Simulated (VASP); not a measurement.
Here is a VASP 6.6.1 calculation.

The input INCAR:

```
PREC     = Accurate       # precision mode
ENCUT    = 520            # plane-wave cutoff, eV
EDIFF    = 1E-6           # SCF threshold, eV
ISMEAR   = -1             # smearing method
SIGMA    = 0.08           # smearing width, eV
LREAL    = F              # projectors in reciprocal space
LASPH    = T              # aspherical terms in the spheres
NELM     = 150            # most SCF steps
ALGO     = Normal         # electronic algorithm
ISIF     = 2              # what is computed and relaxed
LWAVE    = F              # write WAVECAR
LCHARG   = F              # write CHGCAR
ISPIN    = 2              # spin polarisation
MAGMOM   = 2 2            # initial moments
LORBIT   = 11             # projections on sites
LMAXMIX  = 4              # l up to which the mixer works
GGA      = PE             # functional
NBANDS   = 20             # bands
```

File KPOINTS:

```
Automatic mesh
0
Gamma
  15 15 8
```

POSCAR

```
Co
1.0
    2.2679537550      0.0000000000      0.0000000000
   -1.1339768775      1.9641055664      0.0000000000
    0.0000000000      0.0000000000      3.6812415201
Co
2
Direct
    0.3333333333      0.6666666667      0.2500000000
    0.6666666667      0.3333333333      0.7500000000
```

Potentials or basis: VASP PAW PBE potentials, release 64 (Co).

Launch:

```bash
$ cat potpaw_PBE.64/Co/POTCAR > POTCAR
$ mpirun -np 1 vasp_std > vasp.out
```

(1) Predict the site moments.

(2) Predict the band gap on the k mesh.

(3) Estimate the pressure.

Results:

(1) Co +0.97 μB.

(2) zero (filled and empty bands overlap).

(3) 106.6 GPa.
